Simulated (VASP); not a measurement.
# Pd (Fm-3m) in VASP: single point with LDA

Aim: the single point of Pd with LDA.

Program: VASP 6.6.1. These are calculated values, not measurements. Logs are shortened: lines on timing, memory, paths and dates and some standing lists are left out, and cuts for length are marked.

### Step 1. The cell of the first run

The structure is cubic, space group Fm-3m (No. 225). The conventional cell has a = 3.942 Å, b = 3.942 Å, c = 3.942 Å, α = 90.00°, β = 90.00°, γ = 90.00°. Within 3.7 Å of Pd (site symmetry m-3m) lie 12 Pd at 2.79 Å.

### Step 2. Single point, LDA

POSCAR

```
Pd
1.0
    0.0000000000      1.9711878716      1.9711878716
    1.9711878716      0.0000000000      1.9711878716
    1.9711878716      1.9711878716      0.0000000000
Pd
1
Direct
    0.0000000000      0.0000000000      0.0000000000
```

INCAR.step1

```
ALGO = Normal ; EDIFF = 1E-6
ENCUT = 520 ; ISIF = 2
ISMEAR = 0 ; LASPH = T
LCHARG = T ; LMAXMIX = 4
LREAL = F ; LWAVE = F
NBANDS = 11 ; NELM = 60
PREC = Accurate ; SIGMA = 0.1
```

KPOINTS.step1

```
k-points
0
Gamma
  18 18 18
```

INCAR.step2

```
ALGO = Normal ; EDIFF = 1E-6
ENCUT = 520 ; ICHARG = 11
ISIF = 2 ; ISMEAR = -5
LASPH = T ; LCHARG = F
LMAXMIX = 4 ; LORBIT = 11
LREAL = F ; LWAVE = F
NEDOS = 1001 ; NELM = 60
PREC = Accurate ; SIGMA = 0.1
```

KPOINTS.step2

```
k-points
0
Gamma
  27 27 27
```

Potentials or basis: VASP PAW LDA potentials, release 64 (Pd).

The run is started by

```console
$ cat potpaw_LDA.64/Pd/POTCAR > POTCAR
$ cp INCAR.step1 INCAR
$ cp KPOINTS.step1 KPOINTS
$ mpirun -np 1 vasp_std > vasp.out
$ cp INCAR.step2 INCAR
$ cp KPOINTS.step2 KPOINTS
$ mpirun -np 1 vasp_std > vasp.out
```

OUTCAR:

```text
EDIFF = 1E-6
   ENCUT = 520
   ICHARG = 11
   ISIF = 2
   ISMEAR = -5
   LASPH = T
   LORBIT = 11
   LREAL = F
   NELM = 60
   PREC = Accurate

 ion  position               nearest neighbor table
   1  0.000  0.000  0.000-

  LATTYP: Found a face centered cubic cell.
 ALAT       =     3.9423757432

  Lattice vectors:

 A1 = (   0.0000000000,   1.9711878716,   1.9711878716)
 A2 = (   1.9711878716,   0.0000000000,   1.9711878716)
 A3 = (   1.9711878716,   1.9711878716,   0.0000000000)

Analysis of symmetry for initial positions (statically):
=====================================================================
 Subroutine PRICEL returns:
 Original cell was already a primitive cell.

 Routine SETGRP: Setting up the symmetry group for a
 face centered cubic supercell.

 Subroutine GETGRP returns: Found 48 space group operations
 (whereof 48 operations were pure point group operations)
 out of a pool of 48 trial point group operations.

The static configuration has the point symmetry O_h .

Analysis of symmetry for dynamics (positions and initial velocities):
=====================================================================
 Subroutine PRICEL returns:
 Original cell was already a primitive cell.

 Routine SETGRP: Setting up the symmetry group for a
 face centered cubic supercell.

 Subroutine GETGRP returns: Found 48 space group operations
 (whereof 48 operations were pure point group operations)
 out of a pool of 48 trial point group operations.

The dynamic configuration has the point symmetry O_h .

 Subroutine INISYM returns: Found 48 space group operations
 (whereof 48 operations are pure point group operations),
 and found     1 'primitive' translations

----------------------------------------------------------------------------------------

                                     Primitive cell

  volume of cell :      15.3184

  direct lattice vectors                    reciprocal lattice vectors
     0.000000000  1.971187872  1.971187872    -0.253654158  0.253654158  0.253654158
     1.971187872  0.000000000  1.971187872     0.253654158 -0.253654158  0.253654158
     1.971187872  1.971187872  0.000000000     0.253654158  0.253654158 -0.253654158

  length of vectors
     2.787680622  2.787680622  2.787680622     0.439341889  0.439341889  0.439341889

  position of ions in fractional coordinates (direct lattice)
     0.000000000  0.000000000  0.000000000

  ion indices of the primitive-cell ions
   primitive index   ion index
                 1           1

----------------------------------------------------------------------------------------

 KPOINTS: k-points

Automatic generation of k-mesh.
 Grid dimensions read from file:
 generate k-points for:   27   27   27

 Generating k-lattice:

  Cartesian coordinates                     Fractional coordinates (reciprocal lattice)
    -0.009394598  0.009394598  0.009394598     0.037037037  0.000000000  0.000000000
     0.009394598 -0.009394598  0.009394598     0.000000000  0.037037037  0.000000000
     0.009394598  0.009394598 -0.009394598     0.000000000  0.000000000  0.037037037

  Length of vectors
     0.016271922  0.016271922  0.016271922

  Shift w.r.t. Gamma in fractional coordinates (k-lattice)
     0.000000000  0.000000000  0.000000000

 TETIRR: Found   2653 inequivalent tetrahedra from   118098

 Subroutine IBZKPT returns following result:
 ===========================================

 Found    560 irreducible k-points:

 Following reciprocal coordinates:
            Coordinates               Weight
  0.000000  0.000000  0.000000      1.000000
  0.037037  0.000000  0.000000      8.000000
  0.074074  0.000000  0.000000      8.000000
  0.111111  0.000000  0.000000      8.000000
  0.148148  0.000000  0.000000      8.000000
  0.185185  0.000000  0.000000      8.000000
[... 16 lines left out ...]
  0.333333  0.037037  0.000000     24.000000
  0.370370  0.037037  0.000000     24.000000
 [... further k-points ...]
   k-points           NKPTS =    560   k-points in BZ     NKDIM =    560   number of bands    NBANDS=      9
   number of dos      NEDOS =   1001   number of ions     NIONS =      1
   total plane-waves  NPLWV =  13824
   dimension x,y,z NGX =    24 NGY =   24 NGZ =   24
   dimension x,y,z NGXF=    48 NGYF=   48 NGZF=   48
   ions per type =               1
   NGX,Y,Z   is equivalent  to a cutoff of  14.31, 14.31, 14.31 a.u.
   NGXF,Y,Z  is equivalent  to a cutoff of  28.63, 28.63, 28.63 a.u.
 SYSTEM =  unknown system
   PREC   = accura    normal or accurate (medium, high low for compatibility)
   ISTART =      0    job   : 0-new  1-cont  2-samecut
   ICHARG =     11    charge: 1-file 2-atom 10-const
   ISPIN  =      1    spin polarized calculation?
   LNONCOLLINEAR =      F non collinear calculations
   LSORBIT =      F    spin-orbit coupling
   LASPH  =      T    aspherical Exc in radial PAW
   ENCUT  =  520.0 eV  38.22 Ry    6.18 a.u.   5.18  5.18  5.18*2*pi/ulx,y,z
   NELM   =     60;   NELMIN=  2; NELMDL=  0     # of ELM steps
   EDIFF  = 0.1E-05   stopping-criterion for ELM
   LREAL  =      F    real-space projection
   EDIFFG = 0.1E-04   stopping-criterion for IOM
   NSW    =      0    number of steps for IOM
   IBRION =     -1    ionic relax: 0-MD 1-quasi-New 2-CG
   NFREE  =      0    steps in history (QN), initial steepest desc. (CG)
   ISIF   =      2    stress and relaxation
   ISYM   =      2    0-nonsym 1-usesym 2-fastsym
   POTIM  = 0.5000    time-step for ionic-motion
   TEBEG  =    0.0;   TEEND  =   0.0 temperature during run
   PSTRESS=    0.0 pullay stress
   NELECT =      10.0000    total number of electrons
   NUPDOWN=      -1.0000    fix difference up-down
   EMIN   =  10.00;   EMAX   =-10.00  energy-range for DOS
   EFERMI =   0.00;   METHOD = LEGACY
   ISMEAR =    -5;   SIGMA  =   0.10  broadening in eV -4-tet -1-fermi 0-gaus
   EFERMI_NEDOS =   21; number of points for ismear=-14 and -15
   IALGO  =     38    algorithm
   IMIX   =      4    mixing-type and parameters
     AMIX     =   0.40;   BMIX     =  1.00
     AMIX_MAG =   1.60;   BMIX_MAG =  1.00
  volume/ion in A,a.u.               =      15.32       103.37
  Fermi-wavevector in a.u.,A,eV,Ry     =   1.420158  2.683710 27.440912  2.016850
  Thomas-Fermi vector in A             =   2.541103
   LORBIT       =     11    0 simple, 1 ext, 2 COOP (PROOUT), +10 PAW based schemes
   GGA     = CA    functional components
   LHFCALC =     F    Hartree Fock is set to
   AEXX    =    0.0000 exact exchange contribution
   IVDW    =     0    specifies the selected vdW correction
   LEPSILON=     F    determine dielectric tensor
   LRPA    =     F    only Hartree local field effects (RPA)
 non-spin polarized calculation
 Fermi weights with tetrahedron method with Bloechl corrections
  energy-cutoff  :      520.00
  volume of cell :       15.32
 maximum number of plane-waves:       428
 NGX is ok and might be reduce to    24

 number of electron      10.0000000 magnetization

 Free energy of the ion-electron system (eV)
  ---------------------------------------------------
  ext. energy  EPLUGINS =         0.00000000
  ---------------------------------------------------
  free energy    TOTEN  =        -6.43761512 eV

  energy without entropy =       -6.43761512  energy(sigma->0) =       -6.43761512

 E-fermi :   8.9412     XC(G=0): -13.2875

 val. band max:        8.9453035825   @ k =   0.4444   0.1481   0.0000
 cond. band min:       8.7858586266   @ k =   0.4074   0.0000   0.0000
 fundamental gap:     -0.1594449560
 Fermi energy:         8.9412432148

 k-point     1 :       0.0000    0.0000    0.0000
  band No.  band energies     occupation
      1       2.0097      2.00000
      2       6.2531      2.00000
      3       6.2531      2.00000
      4       6.2531      2.00000
      5       7.8022      2.00000
      6       7.8022      2.00000
      7      26.0693      0.00000
      8      30.5698      0.00000
      9      30.5699      0.00000

 k-point     2 :       0.0370    0.0000    0.0000
  band No.  band energies     occupation
      1       2.0583      2.00000
      2       6.2359      2.00000
      3       6.2700      2.00000
      4       6.2700      2.00000
      5       7.7940      2.00000
      6       7.7940      2.00000
      7      26.1196      0.00000
      8      30.2206      0.00000
      9      30.6229      0.00000

 k-point     3 :       0.0741    0.0000    0.0000
  band No.  band energies     occupation
      1       2.2019      2.00000
      2       6.1880      2.00000
      3       6.3180      2.00000
      4       6.3180      2.00000
      5       7.7724      2.00000
      6       7.7724      2.00000
      7      26.2537      0.00000
      8      29.3589      0.00000
      9      30.7779      0.00000

 k-point     4 :       0.1111    0.0000    0.0000
  band No.  band energies     occupation
      1       2.4337      2.00000
      2       6.1208      2.00000
      3       6.3884      2.00000
      4       6.3884      2.00000
      5       7.7471      2.00000
      6       7.7471      2.00000
      7      26.4009      0.00000
      8      28.3223      0.00000
      9      31.0216      0.00000
[... 205 lines left out ...]
 k-point    22 :       0.2963    0.0370    0.0000
  band No.  band energies     occupation
      1       3.8970      2.00000
      2       6.4112      2.00000
      3       6.5299      2.00000
      4       6.5309      2.00000
      5       8.0456      2.00000
      6       8.2333      2.00000
      7      21.8752      0.00000
      8      26.8028      0.00000
      9      30.7507      0.00000

 k-point    23 :       0.3333    0.0370    0.0000
  band No.  band energies     occupation
      1       3.9900      2.00000
      2       6.4093      2.00000
      3       6.4707      2.00000
      4       6.9558      2.00000
      5       8.3118      2.00000
      6       8.4225      2.00000
      7      20.5054      0.00000
      8      26.4619      0.00000
      9      30.4048      0.00000

 k-point    24 :       0.3704    0.0370    0.0000
  band No.  band energies     occupation
      1       4.0031      2.00000
      2       6.3386      2.00000
      3       6.4038      2.00000
      4       7.5399      2.00000
      5       8.6072      2.00000
      6       8.6411      1.99204
      7      19.1740      0.00000
      8      26.1244      0.00000
      9      30.0152      0.00000

 [... further k-points ...]

------------------------ aborting loop because EDIFF is reached ----------------------------------------

  FORCE on cell =-STRESS in cart. coord.  units (eV):
  Direction    XX          YY          ZZ          XY          YZ          ZX
  --------------------------------------------------------------------------------------
  -------------------------------------------------------------------------------------
  Total       -1.3420040     -1.3420040     -1.3420040      0.0000000      0.0000000      0.0000000
  in kB     -140.3622552   -140.3622552   -140.3622552      0.0000000      0.0000000      0.0000000
  external PRESSURE =    -140.3622552 kB  Pullay stress =       0.0000000 kB

 VOLUME and BASIS-vectors are now :
 -----------------------------------------------------------------------------
  energy-cutoff  :      520.00
  volume of cell :       15.32
      direct lattice vectors                 reciprocal lattice vectors
     0.000000000  1.971187872  1.971187872    -0.253654158  0.253654158  0.253654158
     1.971187872  0.000000000  1.971187872     0.253654158 -0.253654158  0.253654158
     1.971187872  1.971187872  0.000000000     0.253654158  0.253654158 -0.253654158

 POSITION                                       TOTAL-FORCE (eV/Angst)
 -----------------------------------------------------------------------------------
      0.00000      0.00000      0.00000         0.000000      0.000000      0.000000
 -----------------------------------------------------------------------------------
    total drift:                               -0.000000      0.000000     -0.000000

  FREE ENERGIE OF THE ION-ELECTRON SYSTEM (eV)
  ---------------------------------------------------
  free  energy   TOTEN  =        -6.4376151175 eV

  energy  without entropy=       -6.4376151175  energy(sigma->0) =       -6.43761512

 total charge

# of ion       s       p       d       tot
------------------------------------------
    1        0.472   0.445   8.443   9.360
```

Run time: 2 min. Hardware: 1 thread of AMD EPYC 7R43 (Zen 3), shared host; peak memory 0.16 GiB.

What came out:

* Valence electrons inside the program's atomic spheres: Pd 9.36

Levels at points of the mesh, in eV from the Fermi level:
```csv
k point,band 2,band 3,band 4,band 5,band 6,band 7,band 8,band 9
"(0.00, 0.00, 0.00)",-2.69,-2.69,-2.69,-1.14,-1.14,17.13,21.63,21.63
```

Caveat: tetrahedron occupations give inexact forces and stress in metals.
